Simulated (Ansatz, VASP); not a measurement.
One calculation of NaInSe, two programs

Contents of INCAR:

```
SYSTEM = NaInSe
  PREC = Accurate
  ENCUT = 520
  EDIFF = 1E-6
  ISMEAR = 0
  SIGMA = 0.1
  LREAL = .False.
  LASPH = .True.
  NELM = 100
  ALGO = Normal
  ISIF = 2
  LWAVE = .False.
  LCHARG = .True.
  GGA = PE
  LELF = .True.
  LVHAR = .True.
  NBANDS = 20
```

Contents of KPOINTS:

```
Automatic mesh
0
Gamma
  6 6 4
  0 0 0
```

Contents of POSCAR:

```
NaInSe
1.0
    4.1602651500      0.0000000000      0.0000000000
   -2.0801325800      3.6028953100      0.0000000000
    0.0000000000      0.0000000000      5.2877439800
Na In Se
1 1 1
Direct
    0.0000000000      0.0000000000      0.5000000000
    0.0000000000      0.0000000000      0.0000000000
    0.6666666700      0.3333333300      0.0000000000
```

Input for Ansatz:

```yaml
crystal:
  lattice:
    - [4.16026515, 0.0, 0.0]
    - [-2.08013258, 3.60289531, 0.0]
    - [0.0, 0.0, 5.28774398]
  atoms:
    - { symbol: Na, position: [0.0, 0.0, 0.5] }
    - { symbol: In, position: [0.0, 0.0, 0.0] }
    - { symbol: Se, position: [0.66666667, 0.33333333, 0.0] }
basis:
  ecutwfc: 420
kpoints:
  mp_grid: { grid: [6, 6, 4] }
hamiltonian:
  xc: pbe
scf:
  occupations: { method: gaussian, width: 0.1 }
  lower_state_search: "off"
output:
  forces: true
  stress: true
  eigenvalues: true
```

Alike in both runs: task single point; functional PBE; k mesh 6 × 6 × 4; occupations gaussian, width 0.1 eV; no spin polarisation.

```csv
,VASP,Ansatz
version,VASP 6.6.1,Ansatz 0.2.0
potentials or method,"VASP PAW PBE potentials, release 64 (Na_pv, In_d, Se), cutoff 520 eV","scalar-relativistic, plane waves, PAW"
valence electrons in the cell,26,38
```

|  | VASP | Ansatz | Ansatz less VASP |
| --- | --- | --- | --- |
| gap on the k mesh at the Fermi level (eV) | none | none | - |
| pressure (GPa) | 21.0 | 21.0 | -0.03 |
| traceless stress, the component that is largest in VASP (GPa) | -6.74 | -6.77 | -0.034 |

A gap of «none» marks a metal or a gap that the smearing closes. VASP's potentials hold 26 valence electrons a cell and Ansatz's 38, so a difference there can come from the potentials and not from the codes.
